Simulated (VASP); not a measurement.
# NbN (Fm-3m) in VASP: single point with PBE

Aim: the single point of NbN with PBE.

Program: VASP 6.6.1. These are calculated values, not measurements. Logs are shortened: lines on timing, memory, paths and dates and some standing lists are left out, and cuts for length are marked.

### 1 The cell of the first run

Symmetry: Fm-3m, No. 225, cubic system. The conventional cell has a = 4.610 Å, b = 4.610 Å, c = 4.610 Å, α = 90.00°, β = 90.00°, γ = 90.00°. Within 3.0 Å of Nb (site symmetry m-3m) lie 6 N at 2.31 Å. Within 3.0 Å of N (site symmetry m-3m) lie 6 Nb at 2.31 Å.

### 2 Single point, PBE, collinear spin, zero start

Input file INCAR:

```
ALGO = Normal
EDIFF = 1E-6
ENCUT = 600
GGA = PE
GGA_COMPAT = F
ISIF = 2
ISMEAR = -1
ISPIN = 2
LASPH = T
LCHARG = F
LMAXMIX = 4
LORBIT = 11
LREAL = F
LWAVE = F
MAGMOM = 0 0
NBANDS = 20
NELM = 200
PREC = Accurate
SIGMA = 0.1
```

Input file KPOINTS:

```
k-points
0
Gamma
  6 6 6
```

Input file POSCAR:

```
NbN
1.0
    0.0000000000      2.3050000000      2.3050000000
    2.3050000000      0.0000000000      2.3050000000
    2.3050000000      2.3050000000      0.0000000000
Nb N
1 1
Direct
    0.0000000000      0.0000000000      0.0000000000
    0.5000000000      0.5000000000      0.5000000000
```

Potentials or basis: VASP PAW PBE potentials, release 64 (Nb_sv, N).

On the command line:

```sh
$ cat potpaw_PBE.64/Nb_sv/POTCAR potpaw_PBE.64/N/POTCAR > POTCAR
$ mpirun -np 1 vasp_std > vasp.out
```

OUTCAR:

```text
EDIFF = 1E-6
   ENCUT = 600
   GGA = PE
   ISIF = 2
   ISMEAR = -1
   ISPIN = 2
   LASPH = T
   LORBIT = 11
   LREAL = F
   NELM = 200
   PREC = Accurate

 ion  position               nearest neighbor table
   1  0.000  0.000  0.000-   2 2.31   2 2.31   2 2.31   2 2.31   2 2.31   2 2.31
   2  0.500  0.500  0.500-   1 2.31   1 2.31   1 2.31   1 2.31   1 2.31   1 2.31

  LATTYP: Found a face centered cubic cell.
 ALAT       =     4.6100000000

  Lattice vectors:

 A1 = (   0.0000000000,   2.3050000000,   2.3050000000)
 A2 = (   2.3050000000,   0.0000000000,   2.3050000000)
 A3 = (   2.3050000000,   2.3050000000,   0.0000000000)

Analysis of symmetry for initial positions (statically):
=====================================================================
 Subroutine PRICEL returns:
 Original cell was already a primitive cell.

 Routine SETGRP: Setting up the symmetry group for a
 face centered cubic supercell.

 Subroutine GETGRP returns: Found 48 space group operations
 (whereof 48 operations were pure point group operations)
 out of a pool of 48 trial point group operations.

The static configuration has the point symmetry O_h .

Analysis of symmetry for dynamics (positions and initial velocities):
=====================================================================
 Subroutine PRICEL returns:
 Original cell was already a primitive cell.

 Routine SETGRP: Setting up the symmetry group for a
 face centered cubic supercell.

 Subroutine GETGRP returns: Found 48 space group operations
 (whereof 48 operations were pure point group operations)
 out of a pool of 48 trial point group operations.

The dynamic configuration has the point symmetry O_h .

Analysis of structural, dynamic, and magnetic symmetry:
=====================================================================
 Subroutine PRICEL returns:
 Original cell was already a primitive cell.

 Routine SETGRP: Setting up the symmetry group for a
 face centered cubic supercell.

 Subroutine GETGRP returns: Found 48 space group operations
 (whereof 48 operations were pure point group operations)
 out of a pool of 48 trial point group operations.

The overall configuration has the point symmetry O_h .

 Subroutine INISYM returns: Found 48 space group operations
 (whereof 48 operations are pure point group operations),
 and found     1 'primitive' translations

----------------------------------------------------------------------------------------

                                     Primitive cell

  volume of cell :      24.4930

  direct lattice vectors                    reciprocal lattice vectors
     0.000000000  2.305000000  2.305000000    -0.216919740  0.216919740  0.216919740
     2.305000000  0.000000000  2.305000000     0.216919740 -0.216919740  0.216919740
     2.305000000  2.305000000  0.000000000     0.216919740  0.216919740 -0.216919740

  length of vectors
     3.259762261  3.259762261  3.259762261     0.375716010  0.375716010  0.375716010

  position of ions in fractional coordinates (direct lattice)
     0.000000000  0.000000000  0.000000000
     0.500000000  0.500000000  0.500000000

  ion indices of the primitive-cell ions
   primitive index   ion index
                 1           1
                 2           2

----------------------------------------------------------------------------------------

 KPOINTS: k-points

Automatic generation of k-mesh.
 Grid dimensions read from file:
 generate k-points for:    6    6    6

 Generating k-lattice:

  Cartesian coordinates                     Fractional coordinates (reciprocal lattice)
    -0.036153290  0.036153290  0.036153290     0.166666667  0.000000000  0.000000000
     0.036153290 -0.036153290  0.036153290     0.000000000  0.166666667  0.000000000
     0.036153290  0.036153290 -0.036153290     0.000000000  0.000000000  0.166666667

  Length of vectors
     0.062619335  0.062619335  0.062619335

  Shift w.r.t. Gamma in fractional coordinates (k-lattice)
     0.000000000  0.000000000  0.000000000

 Subroutine IBZKPT returns following result:
 ===========================================

 Found     16 irreducible k-points:

 Following reciprocal coordinates:
            Coordinates               Weight
  0.000000  0.000000  0.000000      1.000000
  0.166667  0.000000  0.000000      8.000000
  0.333333  0.000000  0.000000      8.000000
  0.500000  0.000000  0.000000      4.000000
  0.166667  0.166667  0.000000      6.000000
  0.333333  0.166667  0.000000     24.000000
[... 8 lines left out ...]
 -0.333333  0.333333  0.166667     24.000000
 -0.333333  0.500000  0.166667     12.000000
   k-points           NKPTS =     16   k-points in BZ     NKDIM =     16   number of bands    NBANDS=     20
   number of dos      NEDOS =    301   number of ions     NIONS =      2
   total plane-waves  NPLWV =  21952
   dimension x,y,z NGX =    28 NGY =   28 NGZ =   28
   dimension x,y,z NGXF=    56 NGYF=   56 NGZF=   56
   ions per type =               1   1
   NGX,Y,Z   is equivalent  to a cutoff of  14.28, 14.28, 14.28 a.u.
   NGXF,Y,Z  is equivalent  to a cutoff of  28.56, 28.56, 28.56 a.u.
 SYSTEM =  unknown system
   PREC   = accura    normal or accurate (medium, high low for compatibility)
   ISTART =      0    job   : 0-new  1-cont  2-samecut
   ICHARG =      2    charge: 1-file 2-atom 10-const
   ISPIN  =      2    spin polarized calculation?
   LNONCOLLINEAR =      F non collinear calculations
   LSORBIT =      F    spin-orbit coupling
   LASPH  =      T    aspherical Exc in radial PAW
   ENCUT  =  600.0 eV  44.10 Ry    6.64 a.u.   6.51  6.51  6.51*2*pi/ulx,y,z
   NELM   =    200;   NELMIN=  2; NELMDL= -5     # of ELM steps
   EDIFF  = 0.1E-05   stopping-criterion for ELM
   LREAL  =      F    real-space projection
   EDIFFG = 0.1E-04   stopping-criterion for IOM
   NSW    =      0    number of steps for IOM
   IBRION =     -1    ionic relax: 0-MD 1-quasi-New 2-CG
   NFREE  =      0    steps in history (QN), initial steepest desc. (CG)
   ISIF   =      2    stress and relaxation
   ISYM   =      2    0-nonsym 1-usesym 2-fastsym
   POTIM  = 0.5000    time-step for ionic-motion
   TEBEG  =    0.0;   TEEND  =   0.0 temperature during run
   PSTRESS=    0.0 pullay stress
   NELECT =      18.0000    total number of electrons
   NUPDOWN=      -1.0000    fix difference up-down
   EMIN   =  10.00;   EMAX   =-10.00  energy-range for DOS
   EFERMI =   0.00;   METHOD = LEGACY
   ISMEAR =    -1;   SIGMA  =   0.10  broadening in eV -4-tet -1-fermi 0-gaus
   EFERMI_NEDOS =   21; number of points for ismear=-14 and -15
   IALGO  =     38    algorithm
   IMIX   =      4    mixing-type and parameters
     AMIX     =   0.40;   BMIX     =  1.00
     AMIX_MAG =   1.60;   BMIX_MAG =  1.00
  volume/ion in A,a.u.               =      12.25        82.64
  Fermi-wavevector in a.u.,A,eV,Ry     =   1.477355  2.791795 29.695756  2.182577
  Thomas-Fermi vector in A             =   2.591769
   LORBIT       =     11    0 simple, 1 ext, 2 COOP (PROOUT), +10 PAW based schemes
   GGA     = PE    functional components
   LHFCALC =     F    Hartree Fock is set to
   AEXX    =    0.0000 exact exchange contribution
   IVDW    =     0    specifies the selected vdW correction
   LEPSILON=     F    determine dielectric tensor
   LRPA    =     F    only Hartree local field effects (RPA)
 spin polarized calculation
  energy-cutoff  :      600.00
  volume of cell :       24.49
 maximum number of plane-waves:       869
 NGX is ok and might be reduce to    28
   NGX = 13   NGY = 13   NGZ = 13

 number of electron      18.0000000 magnetization       0.0000202

 number of electron      18.0000000 magnetization      -0.0000160

 Free energy of the ion-electron system (eV)
  ---------------------------------------------------
  ext. energy  EPLUGINS =         0.00000000
  ---------------------------------------------------
  free energy    TOTEN  =       -20.21571854 eV

  energy without entropy =      -20.16563958  energy(sigma->0) =      -20.19067906

 E-fermi :  11.7878     XC(G=0): -12.5841

 val. band max:       11.7088459498   @ k =  -0.3333   0.3333   0.1667
 cond. band min:      11.8110519412   @ k =   0.1667   0.1667   0.0000
 fundamental gap:      0.1022059914
 Fermi energy:        11.7877855304

 spin component 1

 k-point     1 :       0.0000    0.0000    0.0000
  band No.  band energies     occupation
      1     -44.7462      1.00000
      2     -20.5078      1.00000
      3     -20.5078      1.00000
      4     -20.5078      1.00000
      5      -4.8787      1.00000
      6       8.8815      1.00000
[... 12 lines left out ...]
     19      35.4954      0.00000
     20      35.4954      0.00000

 k-point     2 :       0.1667    0.0000    0.0000
  band No.  band energies     occupation
      1     -44.7289      1.00000
      2     -20.6679      1.00000
      3     -20.5228      1.00000
      4     -20.5228      1.00000
      5      -4.4525      1.00000
      6       6.9612      1.00000
[... 12 lines left out ...]
     19      35.0128      0.00000
     20      35.0128      0.00000

 k-point     3 :       0.3333    0.0000    0.0000
  band No.  band energies     occupation
      1     -44.6941      1.00000
      2     -20.9749      1.00000
      3     -20.5526      1.00000
      4     -20.5526      1.00000
      5      -3.5161      1.00000
      6       4.6778      1.00000
[... 12 lines left out ...]
     19      33.9821      0.00000
     20      33.9842      0.00000

 k-point     4 :       0.5000    0.0000    0.0000
  band No.  band energies     occupation
      1     -44.6766      1.00000
      2     -21.1225      1.00000
      3     -20.5674      1.00000
      4     -20.5674      1.00000
      5      -2.9720      1.00000
      6       3.6901      1.00000
[... 242 lines left out ...]
     19      32.3306      0.00000
     20      33.6497      0.00000

 k-point    15 :      -0.3333    0.3333    0.1667
  band No.  band energies     occupation
      1     -44.6596      1.00000
      2     -20.9627      1.00000
      3     -20.7952      1.00000
      4     -20.6590      1.00000
      5      -3.5154      1.00000
      6       5.1547      1.00000
[... 12 lines left out ...]
     19      30.3035      0.00000
     20      34.0248      0.00000

 k-point    16 :      -0.3333    0.5000    0.1667
  band No.  band energies     occupation
      1     -44.6540      1.00000
      2     -20.9473      1.00000
      3     -20.7901      1.00000
      4     -20.7248      1.00000
      5      -3.7963      1.00000
      6       6.2698      1.00000
[... 12 lines left out ...]
     19      29.8116      0.00000
     20      34.4043      0.00000
 Fermi energy:        11.7877855304

 spin component 2

 k-point     1 :       0.0000    0.0000    0.0000
  band No.  band energies     occupation
      1     -44.7462      1.00000
      2     -20.5078      1.00000
      3     -20.5078      1.00000
      4     -20.5078      1.00000
      5      -4.8787      1.00000
      6       8.8814      1.00000
[... 12 lines left out ...]
     19      35.4954      0.00000
     20      35.4954      0.00000

 k-point     2 :       0.1667    0.0000    0.0000
  band No.  band energies     occupation
      1     -44.7289      1.00000
      2     -20.6679      1.00000
      3     -20.5228      1.00000
      4     -20.5228      1.00000
      5      -4.4526      1.00000
      6       6.9612      1.00000
[... 12 lines left out ...]
     19      35.0128      0.00000
     20      35.0128      0.00000

 k-point     3 :       0.3333    0.0000    0.0000
  band No.  band energies     occupation
      1     -44.6941      1.00000
      2     -20.9749      1.00000
      3     -20.5526      1.00000
      4     -20.5526      1.00000
      5      -3.5161      1.00000
      6       4.6778      1.00000
[... 12 lines left out ...]
     19      33.9820      0.00000
     20      33.9855      0.00000

 k-point     4 :       0.5000    0.0000    0.0000
  band No.  band energies     occupation
      1     -44.6766      1.00000
      2     -21.1225      1.00000
      3     -20.5674      1.00000
      4     -20.5674      1.00000
      5      -2.9720      1.00000
      6       3.6901      1.00000
[... 245 lines left out ...]
 k-point    15 :      -0.3333    0.3333    0.1667
  band No.  band energies     occupation
      1     -44.6596      1.00000
      2     -20.9627      1.00000
      3     -20.7952      1.00000
      4     -20.6590      1.00000
      5      -3.5154      1.00000
      6       5.1547      1.00000
[... 12 lines left out ...]
     19      30.3035      0.00000
     20      34.0248      0.00000

 k-point    16 :      -0.3333    0.5000    0.1667
  band No.  band energies     occupation
      1     -44.6540      1.00000
      2     -20.9473      1.00000
      3     -20.7901      1.00000
      4     -20.7248      1.00000
      5      -3.7964      1.00000
      6       6.2698      1.00000
[... 12 lines left out ...]
     19      29.8117      0.00000
     20      34.4043      0.00000

------------------------ aborting loop because EDIFF is reached ----------------------------------------

  FORCE on cell =-STRESS in cart. coord.  units (eV):
  Direction    XX          YY          ZZ          XY          YZ          ZX
  --------------------------------------------------------------------------------------
  -------------------------------------------------------------------------------------
  Total       -4.4409272     -4.4409272     -4.4409272     -0.0000000     -0.0000000      0.0000000
  in kB     -290.4968653   -290.4968653   -290.4968653     -0.0000000     -0.0000000      0.0000000
  external PRESSURE =    -290.4968653 kB  Pullay stress =       0.0000000 kB

 VOLUME and BASIS-vectors are now :
 -----------------------------------------------------------------------------
  energy-cutoff  :      600.00
  volume of cell :       24.49
      direct lattice vectors                 reciprocal lattice vectors
     0.000000000  2.305000000  2.305000000    -0.216919740  0.216919740  0.216919740
     2.305000000  0.000000000  2.305000000     0.216919740 -0.216919740  0.216919740
     2.305000000  2.305000000  0.000000000     0.216919740  0.216919740 -0.216919740

 POSITION                                       TOTAL-FORCE (eV/Angst)
 -----------------------------------------------------------------------------------
      0.00000      0.00000      0.00000         0.000000     -0.000000      0.000000
      2.30500      2.30500      2.30500        -0.000000      0.000000     -0.000000
 -----------------------------------------------------------------------------------
    total drift:                                0.000000      0.000000      0.000000

  FREE ENERGIE OF THE ION-ELECTRON SYSTEM (eV)
  ---------------------------------------------------
  free  energy   TOTEN  =       -20.2157185424 eV

  energy  without entropy=      -20.1656395830  energy(sigma->0) =      -20.19067906

 total charge

# of ion       s       p       d       tot
------------------------------------------
    1        2.128   6.014   2.307  10.449
    2        1.229   2.408   0.000   3.638
--------------------------------------------------
tot          3.358   8.423   2.307  14.087

 magnetization (x)

# of ion       s       p       d       tot
------------------------------------------
    1        0.000   0.000  -0.000  -0.000
    2       -0.000   0.000   0.000   0.000
--------------------------------------------------
tot         -0.000   0.000  -0.000  -0.000
```

Wall time 25 s (1 thread of Intel Xeon 6975P-C, shared host); peak memory 0.18 GiB.

What came out:

```yaml
Free_energy: -20.2157 eV
Pressure: -29.0 GPa
Band_gap_on_the_k_mesh: zero (filled and empty bands overlap)
Net_moment: 0.00 μB per cell
Valence_electrons_inside_the_program's_atomic_spheres: Nb 10.45; N 3.64
```

Caveat: the k points lie up to 0.39 Å⁻¹ apart.
